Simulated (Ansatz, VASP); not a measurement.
# Two plane-wave programs on TePb

File INCAR:

```
SYSTEM = TePb
  ALGO = Normal
  EDIFF = 1E-6
  ENCUT = 520
  ISIF = 2
  ISMEAR = 0
  LASPH = .TRUE.
  LCHARG = .FALSE.
  LREAL = .FALSE.
  LWAVE = .FALSE.
  NBANDS = 17
  NELM = 60
  PREC = Accurate
  SIGMA = 0.01
```

KPOINTS

```
k-points
0
G
  8 8 8
  0 0 0
```

Contents of POSCAR:

```
TePb
1.0
    0.0000000000      3.2678368411      3.2678368411
    3.2678368411      0.0000000000      3.2678368411
    3.2678368411      3.2678368411      0.0000000000
Pb Te
1 1
Direct
    0.0000000000      0.0000000000      0.0000000000
    0.5000000000      0.5000000000      0.5000000000
```

Input for Ansatz:

```yaml
crystal:
  lattice:
    - [0.0, 3.2678368411, 3.2678368411]
    - [3.2678368411, 0.0, 3.2678368411]
    - [3.2678368411, 3.2678368411, 0.0]
  atoms:
    - { symbol: Pb, position: [0.0, 0.0, 0.0] }
    - { symbol: Te, position: [0.5, 0.5, 0.5] }
kpoints:
  mp_grid: { grid: [8, 8, 8] }
  band_path:
    path:
      - [0.0, 0.0, 0.0]
      - [0.5, 0.0, 0.5]
      - [0.625, 0.25, 0.625]
      - [0.375, 0.375, 0.75]
      - [0.5, 0.5, 0.5]
      - [0.5, 0.25, 0.75]
      - [0.0, 0.0, 0.5]
    npoints: 1
hamiltonian:
  xc: lda
scf:
  occupations: { method: fixed }
  n_extra_bands: 4
output:
  forces: true
  stress: true
  eigenvalues: true
```

Alike in both runs: task single point; functional LDA; k mesh 8 × 8 × 8; no spin polarisation.

```csv
,VASP,Ansatz
version,VASP 6.6.1,Ansatz 0.2.0
potentials or method,"VASP PAW LDA potentials, release 64 (Pb_d, Te)","plane waves, PAW"
plane-wave cutoff (eV),520,420
occupations,"gaussian, width 0.01 eV",fixed
valence electrons in the cell,20,30
```

```csv
,VASP,Ansatz,Ansatz less VASP
gap on the k mesh at the Fermi level (eV),0.70,0.71,+0.013
pressure (GPa),-2.9,-3.0,-0.05
```

LDA's correlation is that of Perdew and Zunger in VASP and of Perdew and Wang (1992) in Ansatz. VASP's potentials hold 20 valence electrons a cell and Ansatz's 30, so a difference there can come from the potentials and not from the codes.

Spin-orbit coupling is off throughout.
